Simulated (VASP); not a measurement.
LiS3: single point with PBE

The system is LiS3.

```
CELL_PARAMETERS angstrom
4.45339 0.00000 0.00000
0.00000 4.45339 0.00000
0.00000 0.00000 4.88897
ATOMIC_POSITIONS crystal
Li 0.00000 0.00000 0.81855
S 0.00000 0.50000 0.17008
S 0.50000 0.00000 0.17008
S 0.00000 0.00000 0.31461
```

| Property | Result |
| --- | --- |
| Program | VASP 6.6.1 |
| Task | single point |
| Functional | PBE |
| Potentials or basis | VASP PAW PBE potentials, release 64 (Li_sv, S) |
| Cutoff | 520 eV |
| k mesh | 4 × 4 × 4 |
| Occupations | gaussian, width 0.1 eV |
| Spin | no spin polarisation |

- Largest force: 0.020 eV/Å

Forces in eV/Å, atoms in the order of the input:
```
Li   0.000  0.000 -0.020
S    0.000  0.000  0.011
S    0.000  0.000  0.011
S    0.000  0.000 -0.001
```

Levels at points of the mesh, in eV from the Fermi level:
| k point | band 7 | band 8 | band 9 | band 10 | band 11 | band 12 | band 13 | band 14 | band 15 | band 16 |
| --- | --- | --- | --- | --- | --- | --- | --- | --- | --- | --- |
| (0.00, 0.00, 0.00) | -4.68 | -2.02 | -1.38 | -0.76 | -0.76 | 2.50 | 2.50 | 3.39 | 5.49 | 6.72 |
| (0.50, 0.00, 0.00) | -3.68 | -1.95 | -1.91 | -1.65 | -0.03 | 0.52 | 2.59 | 3.45 | 4.06 | 7.11 |
| (0.50, 0.50, 0.00) | -3.56 | -3.56 | -1.44 | 0.17 | 0.17 | 0.94 | 1.13 | 4.17 | 4.20 | 4.20 |
| (0.00, 0.00, 0.50) | -4.82 | -1.64 | -1.58 | -0.77 | -0.77 | 1.77 | 1.77 | 4.49 | 5.60 | 7.01 |
| (0.50, 0.00, 0.50) | -4.08 | -1.91 | -1.89 | -1.56 | 0.11 | 0.53 | 1.90 | 5.09 | 5.56 | 6.49 |
| (0.50, 0.50, 0.50) | -3.94 | -3.94 | -1.42 | 0.20 | 0.20 | 0.95 | 1.48 | 4.45 | 5.09 | 6.21 |

Wall time 24 s on 1 thread of AMD EPYC 9R45 (Zen 5), on a shared host, peak memory 0.17 GiB.
